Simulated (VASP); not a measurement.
Bi, 2 atoms in the cell. It takes space group R-3m (No. 166, trigonal). The conventional cell has a = 4.535 Å, b = 4.535 Å, c = 11.814 Å, α = 90.00°, β = 90.00°, γ = 120.00°. Bi (site symmetry 3m) has 6 Bi at 3.06 to 3.52 Å within 4.0 Å. 

- Program: VASP 6.6.1
- Task: single point
- Functional: PBE
- Potentials or basis: VASP PAW PBE potentials, release 64 (Bi_d)
- Cutoff: 520 eV
- k mesh: 6 × 6 × 6
- Occupations: methfessel-paxton, width 0.1 eV
- Spin: no spin polarisation
- Dipole correction: no
- Further INCAR settings: ALGO = Normal; EDIFF = 1e-06; NBANDS = 22

Potentials or basis: VASP PAW PBE potentials, release 64 (Bi_d).

Command:

```sh
$ cat potpaw_PBE.64/Bi_d/POTCAR > POTCAR
$ mpirun -np 1 vasp_std > vasp.out
```

Hardware: 1 thread of Intel(R) Xeon(R) Platinum 8488C (Sapphire Rapids) (shared host).

Q: Estimate the wall time of this run.

A: Run time: 30 s on 1 thread of Intel(R) Xeon(R) Platinum 8488C (Sapphire Rapids), with other jobs on the host, peak memory 0.21 GiB. Counts: scf iterations 11, k points 32.
